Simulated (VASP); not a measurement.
# Br in VASP: a series of runs, part 2 of 2

VASP 6.6.1. The steps go on from the part before.

## (3) Single point, PBE

This run uses another cell than the first one, of 36.03 Å³/atom, 1.019 times its volume.

INCAR reads:

```
SYSTEM = Br
ALGO = Normal
EDIFF = 1E-6
ENCUT = 520
GGA = PE
ISIF = 2
ISMEAR = -1
LASPH = .True.
LCHARG = .False.
LREAL = .False.
LWAVE = .False.
NBANDS = 22
NELM = 100
PREC = Accurate
SIGMA = 0.05
```

KPOINTS reads:

```
k-points
0
Gamma
  7 7 3
  0 0 0
```

POSCAR reads:

```
Br
1.0
    3.4292128250     -2.3681017607      0.0000000000
    3.4292128250      2.3681017607      0.0000000000
    0.0000000000      0.0000000000      8.8729766646
Br
4
Direct
    0.3651000000      0.6349000000      0.3901000000
    0.1349000000      0.8651000000      0.8901000000
    0.6349000000      0.3651000000      0.6099000000
    0.8651000000      0.1349000000      0.1099000000
```

Potentials or basis: VASP PAW PBE potentials, release 64 (Br).

Command:

```
$ cat potpaw_PBE.64/Br/POTCAR > POTCAR
$ mpirun -np 1 vasp_std > vasp.out
```

OUTCAR:

```text
SYSTEM = Br
   EDIFF = 1E-6
   ENCUT = 520
   GGA = PE
   ISIF = 2
   ISMEAR = -1
   LASPH = .True.
   LREAL = .False.
   NELM = 100
   PREC = Accurate

 ion  position               nearest neighbor table
   1  0.365  0.635  0.390-   3 2.33
   2  0.135  0.865  0.890-   4 2.33
   3  0.635  0.365  0.610-   1 2.33
   4  0.865  0.135  0.110-   2 2.33

  LATTYP: Found a base centered orthorhombic cell.
 ALAT       =     4.7362035214
 B/A-ratio  =     1.4480850789
 C/A-ratio  =     1.8734365245

  Lattice vectors:

 A1 = (  -3.4292128250,  -2.3681017607,   0.0000000000)
 A2 = (   3.4292128250,  -2.3681017607,   0.0000000000)
 A3 = (   0.0000000000,   0.0000000000,   8.8729766646)

Analysis of symmetry for initial positions (statically):
=====================================================================
 Subroutine PRICEL returns:
 Original cell was already a primitive cell.

 Routine SETGRP: Setting up the symmetry group for a
 base centered orthorhombic supercell.

 Subroutine GETGRP returns: Found  8 space group operations
 (whereof  4 operations were pure point group operations)
 out of a pool of  8 trial point group operations.

The static configuration has the point symmetry C_2h.
 The point group associated with its full space group is D_2h.

Analysis of symmetry for dynamics (positions and initial velocities):
=====================================================================
 Subroutine PRICEL returns:
 Original cell was already a primitive cell.

 Routine SETGRP: Setting up the symmetry group for a
 base centered orthorhombic supercell.

 Subroutine GETGRP returns: Found  8 space group operations
 (whereof  4 operations were pure point group operations)
 out of a pool of  8 trial point group operations.

The dynamic configuration has the point symmetry C_2h.
 The point group associated with its full space group is D_2h.

 Subroutine INISYM returns: Found  8 space group operations
[... 111 lines left out ...]
   PSTRESS=    0.0 pullay stress
   NELECT =      28.0000    total number of electrons
   NUPDOWN=      -1.0000    fix difference up-down
   EMIN   =  10.00;   EMAX   =-10.00  energy-range for DOS
   EFERMI =   0.00;   METHOD = LEGACY
   ISMEAR =    -1;   SIGMA  =   0.05  broadening in eV -4-tet -1-fermi 0-gaus
   EFERMI_NEDOS =   21; number of points for ismear=-14 and -15
   IALGO  =     38    algorithm
   IMIX   =      4    mixing-type and parameters
     AMIX     =   0.40;   BMIX     =  1.00
     AMIX_MAG =   1.60;   BMIX_MAG =  1.00
  volume/ion in A,a.u.               =      36.03       243.13
  Fermi-wavevector in a.u.,A,eV,Ry     =   0.948192  1.791822 12.232555  0.899067
  Thomas-Fermi vector in A             =   2.076357
   LORBIT       =      0    0 simple, 1 ext, 2 COOP (PROOUT), +10 PAW based schemes
   GGA     = PE    functional components
   LHFCALC =     F    Hartree Fock is set to
   AEXX    =    0.0000 exact exchange contribution
   IVDW    =     0    specifies the selected vdW correction
   LEPSILON=     F    determine dielectric tensor
   LRPA    =     F    only Hartree local field effects (RPA)
 non-spin polarized calculation
  energy-cutoff  :      520.00
  volume of cell :      144.11
 maximum number of plane-waves:      3901
   NGX = 15   NGY = 15   NGZ = 33

 number of electron      27.9999994 magnetization

 Free energy of the ion-electron system (eV)
  ---------------------------------------------------
  ext. energy  EPLUGINS =         0.00000000
  ---------------------------------------------------
  free energy    TOTEN  =        -6.42343506 eV

  energy without entropy =       -6.42343504  energy(sigma->0) =       -6.42343505

 E-fermi :   0.0872     XC(G=0):  -7.6111

 val. band max:       -0.8123102845   @ k =  -0.4286   0.4286   0.0000
 cond. band min:       0.9140546054   @ k =   0.0000   0.0000   0.0000
 fundamental gap:      1.7263648899
 Fermi energy:         0.0871905375

 k-point     1 :       0.0000    0.0000    0.0000
  band No.  band energies     occupation
      1     -16.3918      2.00000
      2     -16.1115      2.00000
      3     -13.8171      2.00000
      4     -13.2571      2.00000
      5      -5.4466      2.00000
      6      -4.5853      2.00000
[... 589 lines left out ...]
     21       8.8422      0.00000
     22       9.0045      0.00000

 [... further k-points ...]
[... 5 lines left out ...]
  --------------------------------------------------------------------------------------
  -------------------------------------------------------------------------------------
  Total        0.7737049     -0.1807180      0.0341893      0.0000000     -0.0000000      0.0000000
  in kB        8.6018482     -2.0091760      0.3801078      0.0000000     -0.0000000      0.0000000
  external PRESSURE =       2.3242600 kB  Pullay stress =       0.0000000 kB

 VOLUME and BASIS-vectors are now :
 -----------------------------------------------------------------------------
  energy-cutoff  :      520.00
  volume of cell :      144.11
      direct lattice vectors                 reciprocal lattice vectors
     3.429212825 -2.368101761  0.000000000     0.145806057 -0.211139575  0.000000000
     3.429212825  2.368101761  0.000000000     0.145806057  0.211139575  0.000000000
     0.000000000  0.000000000  8.872976665     0.000000000  0.000000000  0.112701750

 POSITION                                       TOTAL-FORCE (eV/Angst)
 -----------------------------------------------------------------------------------
      3.42921      0.63891      3.46135         0.000000      0.062587     -0.258569
      3.42921      1.72919      7.89784         0.000000     -0.062587     -0.258569
      3.42921     -0.63891      5.41163         0.000000     -0.062587      0.258569
      3.42921     -1.72919      0.97514         0.000000      0.062587      0.258569
 -----------------------------------------------------------------------------------
    total drift:                               -0.000000      0.000000     -0.000000

  FREE ENERGIE OF THE ION-ELECTRON SYSTEM (eV)
  ---------------------------------------------------
  free  energy   TOTEN  =        -6.4234350590 eV

  energy  without entropy=       -6.4234350413  energy(sigma->0) =       -6.42343505
```

stdout:

```text
POSCAR found type information on POSCAR Br
 POSCAR found :  1 types and       4 ions
 scaLAPACK will be used
 LDA part: xc-table for (Slater+PW92), standard interpolation
 POSCAR, INCAR and KPOINTS ok, starting setup
 FFT: planning ... GRIDC
 FFT: planning ... GRID_SOFT
 FFT: planning ... GRID
 WAVECAR not read
 entering main loop
```

It took 30 s on 1 thread of Intel Xeon 6975P-C (Granite Rapids), shared host; peak memory 0.27 GiB.

What came out:

- Free energy: -6.4234 eV
- Pressure: 0.2 GPa
- Largest force: 0.266 eV/Å
- Band gap on the k mesh: 1.73 eV, indirect (least direct gap 1.75 eV)

Forces on the atoms (eV/Å):
```
Br   0.000  0.063 -0.259
Br   0.000 -0.063 -0.259
Br   0.000 -0.063  0.259
Br   0.000  0.063  0.259
```

Levels at points of the mesh, in eV from the valence-band top:
```csv
k point,band 11,band 12,band 13,band 14,band 15,band 16,band 17,band 18
"(0.00, 0.00, 0.00)",-0.83,-0.30,-0.05,-0.02,1.73,2.44,5.96,6.77
```

## (4) Single point, PBE (atoms moved at random)

INCAR reads:

```
SYSTEM = Br
PREC     = Accurate       ! precision mode
ENCUT    = 520            ! plane-wave cutoff, eV
EDIFF    = 1E-6           ! SCF threshold, eV
ISMEAR   = -1             ! smearing method
SIGMA    = 0.05           ! smearing width, eV
LREAL    = .FALSE.        ! projectors in reciprocal space
LASPH    = .TRUE.         ! aspherical terms in the spheres
NELM     = 100            ! most SCF steps
ALGO     = Normal         ! electronic algorithm
ISIF     = 2              ! what is computed and relaxed
LWAVE    = .FALSE.        ! write WAVECAR
LCHARG   = .TRUE.         ! write CHGCAR
GGA      = PE             ! functional
LELF     = .TRUE.         ! ELF
LVHAR    = .TRUE.       
NBANDS   = 22             ! bands
```

KPOINTS reads:

```
Automatic mesh
0
G
  7 7 3
  0 0 0
```

POSCAR reads:

```
Br
1.0
    3.3632500000     -2.3225500000      0.0000000000
    3.3632500000      2.3225500000      0.0000000000
    0.0000000000      0.0000000000      8.7023000000
Br
4
Direct
    0.3621020000      0.6445660000      0.3855480000
    0.1382910000      0.8654850000      0.8867080000
    0.6266160000      0.3541320000      0.6135070000
    0.8622700000      0.1297720000      0.1018520000
```

Command:

```
$ cat potpaw_PBE.64/Br/POTCAR > POTCAR
$ mpirun -np 1 vasp_std > vasp.out
```

It took 81 s on 1 thread of Intel Xeon 6975P-C (Granite Rapids), shared host; peak memory 0.33 GiB.

It converged, with:

```
Free energy            : -6.3586 eV
Pressure               : 1.4 GPa
Largest force          : 1.435 eV/Å
Band gap on the k mesh : 1.71 eV, indirect (least direct gap 1.77 eV)
```

Forces on the atoms (eV/Å):
```
Br  -0.057 -0.078  0.031
Br  -0.022 -0.691 -1.218
Br   0.066  0.082 -0.073
Br   0.013  0.688  1.260
```

Stress tensor (GPa, compression positive):
```
 1.25 -0.04 -0.01
-0.04  0.85  1.96
-0.01  1.96  2.05
```

Levels at points of the mesh, in eV from the valence-band top:
```tsv
k point	band 12	band 13	band 14	band 15	band 16	band 17
(0.00, 0.00, 0.00)	-0.38	-0.11	-0.04	1.73	2.59	6.00
```

Caveat: the cell differs from its parent crystal (atoms moved at random); forces of over 1 eV/Å act on the atoms, so gaps and moduli don't describe the material at rest.

## (5) Single point, PBE

This run uses another cell than the first one, of 31.95 Å³/atom, 0.904 times its volume.

INCAR reads:

```
SYSTEM = Br
PREC = Accurate
ENCUT = 520
EDIFF = 1E-6
ISMEAR = -1
SIGMA = 0.05
LREAL = .False.
LASPH = .True.
NELM = 80
ALGO = Normal
ISIF = 2
LWAVE = .False.
LCHARG = .False.
GGA = PE
NBANDS = 22
```

KPOINTS reads:

```
Automatic mesh
0
Gamma
  6 6 3
  0 0 0
```

POSCAR reads:

```
Br
1.0
    3.2945929801     -2.2751377168      0.0000000000
    3.2945929801      2.2751377168      0.0000000000
    0.0000000000      0.0000000000      8.5246521939
Br
4
Direct
    0.3651000000      0.6349000000      0.3901000000
    0.1349000000      0.8651000000      0.8901000000
    0.6349000000      0.3651000000      0.6099000000
    0.8651000000      0.1349000000      0.1099000000
```

Command:

```
$ cat potpaw_PBE.64/Br/POTCAR > POTCAR
$ mpirun -np 1 vasp_std > vasp.out
```

Wall time 63 s (1 thread of Intel Xeon 6975P-C, shared host); peak memory 0.24 GiB.

Results (log left out):

```
Free energy            : -6.2238 eV
Pressure               : 4.1 GPa
Largest force          : 1.664 eV/Å
Band gap on the k mesh : 2.11 eV, indirect (least direct gap 2.12 eV)
```

Forces on the atoms (eV/Å):
```
Br   0.000  0.877 -1.413
Br   0.000 -0.877 -1.413
Br   0.000 -0.877  1.413
Br   0.000  0.877  1.413
```

Stress tensor (GPa, compression positive):
```
1.71 0.00 0.00
0.00 3.38 0.00
0.00 0.00 7.19
```

Levels at points of the mesh, in eV from the valence-band top:
```
           k point  band 10  band 11  band 12  band 13  band 14  band 15  band 16  band 17  band 18  band 19
(0.00, 0.00, 0.00)    -1.76    -1.01    -0.38    -0.07    -0.01     2.11     2.89     6.07     6.60     7.25
(0.50, 0.00, 0.00)    -2.15    -0.88    -0.88    -0.24    -0.24     2.81     2.81     7.03     7.03     9.33
(0.50, 0.50, 0.00)    -2.54    -1.49    -1.25    -0.42     0.00     2.14     2.52     7.18     7.47     7.75
```

Caveat: forces of over 1 eV/Å act on the atoms, so gaps and moduli don't describe the material at rest.

## (6) Overview

```csv
cell,k mesh,gap on the mesh (eV),pressure (GPa),largest force (eV/Å)
"a = 4.141, b = 4.141, c = 8.817 Å, angles 90.0, 90.0, 69.3°, 4 atoms",7 × 7 × 3,1.78,0.7,0.45
"a = 4.167, b = 4.167, c = 8.873 Å, angles 90.0, 90.0, 69.3°, 4 atoms",7 × 7 × 3,1.73,0.2,0.27
"a = 4.087, b = 4.087, c = 8.702 Å, angles 90.0, 90.0, 69.3°, 4 atoms",7 × 7 × 3,1.71,1.4,1.44
"a = 4.004, b = 4.004, c = 8.525 Å, angles 90.0, 90.0, 69.3°, 4 atoms",6 × 6 × 3,2.11,4.1,1.66
```

Alike in all rows: task single point; level PBE; potentials or basis VASP PAW PBE potentials, release 64 (Br); no spin polarisation; cutoff (eV) 520; smearing fermi-dirac 0.05 eV.

Caveats: forces of over 1 eV/Å act on the atoms, so gaps and moduli don't describe the material at rest (some runs).

Total energies depend on the potentials used, so only differences within one code and one set of settings carry meaning.
